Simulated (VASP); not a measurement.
Wanted: the native input for a VASP 6.6.1 run.

```yaml
Task: single point
Functional: RPBE
Potentials_or_basis: VASP PAW PBE potentials, release 64 (K_sv, F)
Cutoff: 520 eV
k_mesh: 3 × 6 × 6, shifted
Occupations: fermi-dirac, width 0.0986 eV
Spin: no spin polarisation
Dipole_correction: no
k_mesh_for_the_DOS: 5 × 9 × 9
Occupations_for_the_DOS: tetrahedron
Further_INCAR_settings: ALGO = Normal; EDIFF = 1e-06
```

KF:

```
K F
1.0
    -2.62926    5.41235    2.67081
     2.67275   -0.00700    2.72831
     2.64491    2.70357    0.02085
K F
2 2
Cartesian
  0.2978 0.2266 0.1539
  2.8793 5.0000 2.6811
  3.0001 2.5140 2.7799
  0.0538 5.4707 3.0777
```

One way to write it, as run:

POSCAR

```
KF
1.0
   -2.6292620000      5.4123510000      2.6708130000
    2.6727550000     -0.0069990000      2.7283050000
    2.6449060000      2.7035720000      0.0208500000
K F
2 2
Direct
    0.0069840000      0.0490480000      0.0699790000
    0.4385550000      0.5459480000      0.9728740000
    0.2066010000      0.8127080000      0.5183970000
    0.7880460000      0.3532010000      0.4468080000
```

INCAR.step1

```
PREC = Accurate
ENCUT = 520
EDIFF = 1E-6
ISMEAR = -1
SIGMA = 0.0986
LREAL = False
LASPH = True
NELM = 100
ALGO = Normal
ISIF = 2
LWAVE = False
LCHARG = True
GGA = RP
NBANDS = 24
```

KPOINTS.step1

```
Automatic mesh
0
Gamma
  3 6 6
  0.5 0 0
```

INCAR.step2

```
PREC = Accurate
ENCUT = 520
EDIFF = 1E-6
ISMEAR = -5
SIGMA = 0.0986
LREAL = False
LASPH = True
NELM = 100
ALGO = Normal
ISIF = 2
LWAVE = False
LCHARG = False
GGA = RP
LORBIT = 10
NEDOS = 2001
ICHARG = 11
```

KPOINTS.step2

```
Automatic mesh
0
Gamma
  5 9 9
```

Potentials or basis: VASP PAW PBE potentials, release 64 (K_sv, F).

Launch:

```console
$ cat potpaw_PBE.64/K_sv/POTCAR potpaw_PBE.64/F/POTCAR > POTCAR
$ cp INCAR.step1 INCAR
$ cp KPOINTS.step1 KPOINTS
$ mpirun -np 1 vasp_std > vasp.out
$ cp INCAR.step2 INCAR
$ cp KPOINTS.step2 KPOINTS
$ mpirun -np 1 vasp_std > vasp.out
```

It gave:

| Property | Result |
| --- | --- |
| Valence electrons inside the program's atomic spheres | K 7.67, 7.61; F 6.13, 6.09 |

Run time: 3.4 min on 1 thread of Intel(R) Xeon(R) Platinum 8488C (Sapphire Rapids), on a shared host, peak memory 0.38 GiB.
